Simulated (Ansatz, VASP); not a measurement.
## ZnS in VASP and in Ansatz

```
CELL_PARAMETERS angstrom
2.70465 -2.70465 0.00000
2.70465 0.00000 -2.70465
5.85989 5.18400 5.18400
ATOMIC_POSITIONS crystal
Zn 0.65625 0.65625 0.12503
Zn 0.93405 0.93405 0.79170
Zn 0.29515 0.29515 0.45837
S 0.59378 0.59378 0.87503
S 0.95488 0.95488 0.54170
S 0.31598 0.31598 0.20837
```

Alike in both runs: task single point; functional LDA; k mesh 8 × 8 × 3; occupations gaussian, width 0.05 eV; no spin polarisation.

|  | VASP | Ansatz |
| --- | --- | --- |
| version | VASP 6.6.1 | Ansatz 0.2.0 |
| potentials or method | VASP PAW LDA potentials, release 64 (Zn, S), cutoff 520 eV | scalar-relativistic, plane waves, PAW |
| valence electrons in the cell | 54 | 54 |

|  | VASP | Ansatz | Ansatz less VASP |
| --- | --- | --- | --- |
| gap on the k mesh at the Fermi level (eV) | 1.67 | 1.64 | -0.030 |
| least direct gap on the mesh (eV) | 1.67 | 1.64 | -0.030 |
| pressure (GPa) | -4.8 | -5.0 | -0.20 |
| traceless stress, the component that is largest in VASP (GPa) | -1.63 | -1.63 | -0.008 |
| rms of the force components (eV/Å) | 0.131 | 0.131 | +0.0003 |

LDA's correlation is that of Perdew and Zunger in VASP and of Perdew and Wang (1992) in Ansatz. Atom by atom the forces differ by 0.002 eV/Å (rms over components).
